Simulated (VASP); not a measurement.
Runs of VASP 6.6.1 on HfN. The structure is that of space group Fm-3m (No. 225), or close to it. The cells are those of the table. 

```csv
task,cell,k mesh,cutoff (eV),gap on the mesh (eV),pressure (GPa)
single point,"a = 3.279 Å, angles 60.0°, 2 atoms",16 × 16 × 16,520,none,-15.7
single point,"a = 3.216 Å, angles 60.0°, 2 atoms",16 × 16 × 16,520,none,-2.3
single point,"a = 3.082 Å, angles 60.0°, 2 atoms",16 × 16 × 16,520,none,(c)
single point,"a = 3.248 Å, angles 60.0°, 2 atoms",16 × 16 × 16,520,none,-9.5
relaxation of cell and atoms,"relaxed from a = 3.190 Å, angles 60.0°, 2 atoms",16 × 16 × 16,600,none,0.0
single point,"a = 3.190 Å, angles 60.0°, 2 atoms",8 × 8 × 8,520,none,(a)
single point,"a = 3.116 Å, angles 60.0°, 2 atoms",16 × 16 × 16,520,none,27.8
single point,"a = 3.190 Å, angles 60.0°, 2 atoms",16 × 16 × 16,520,none,4.1
single point,"a = 3.183 Å, angles 60.0°, 2 atoms",16 × 16 × 16,520,none,6.1
single point,"a = 3.320 Å, angles 60.0°, 2 atoms",16 × 16 × 16,520,none,(b)
single point,"a = 3.150 Å, angles 60.0°, 2 atoms",16 × 16 × 16,520,none,16.1
```

Alike in all rows: level PBE; potentials or basis VASP PAW PBE potentials, release 64 (Hf_pv, N); no spin polarisation; smearing gaussian 0.1 eV.

Question: Estimate the missing entries.

Answer: (a) 4.4; (b) -22.4; (c) 41.6.

Caveats: spin-orbit coupling is left out, which moves the levels of the heavy elements.

A k mesh can miss the band edges, and the runs leave out spin-orbit coupling on Hf.

A gap of «none» marks levels without a gap at the run's occupations.
